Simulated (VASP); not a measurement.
Input of a VASP 6.6.1 run:

Contents of POSCAR:

```
HfN
1.0
    0.0000000000      2.2323579100      2.2323579100
    2.2323579100      0.0000000000      2.2323579100
    2.2323579100      2.2323579100      0.0000000000
Hf N
1 1
Direct
    0.0000000000      0.0000000000      0.0000000000
    0.5000000000      0.5000000000      0.5000000000
```

File INCAR.step1:

```
SYSTEM = HfN
PREC = Accurate ; ENCUT = 520
ISMEAR = -1 ; SIGMA = 0.1
LREAL = .False. ; LASPH = .True.
NELM = 80 ; NBANDS = 14
GGA = PE ; ALGO = Normal
EDIFF = 1E-4 ; LWAVE = .True.
LCHARG = .False.
```

INCAR.step2

```
SYSTEM = HfN
PREC = Accurate ; ENCUT = 520
EDIFF = 1E-7 ; ISMEAR = -1
SIGMA = 0.1 ; LREAL = .False.
LASPH = .True. ; NELM = 80
ALGO = Normal ; ISIF = 2
LWAVE = .False. ; LCHARG = .False.
METAGGA = R2SCAN ; LMIXTAU = .True.
NBANDS = 14 ; ISTART = 1
```

File KPOINTS:

```
Automatic mesh
0
Gamma
  13 13 13
  0 0 0
```

Potentials or basis: VASP PAW PBE potentials, release 64 (Hf_pv, N).

Launch:

```sh
$ cat potpaw_PBE.64/Hf_pv/POTCAR potpaw_PBE.64/N/POTCAR > POTCAR
$ cp INCAR.step1 INCAR
$ mpirun -np 1 vasp_std > vasp.out
$ cp INCAR.step2 INCAR
$ mpirun -np 1 vasp_std > vasp.out
```

Task: Predict the pressure.

Result: 9.7 GPa.

Caveat: the PAW data sets were made with another functional, which shifts forces and pressure a little.
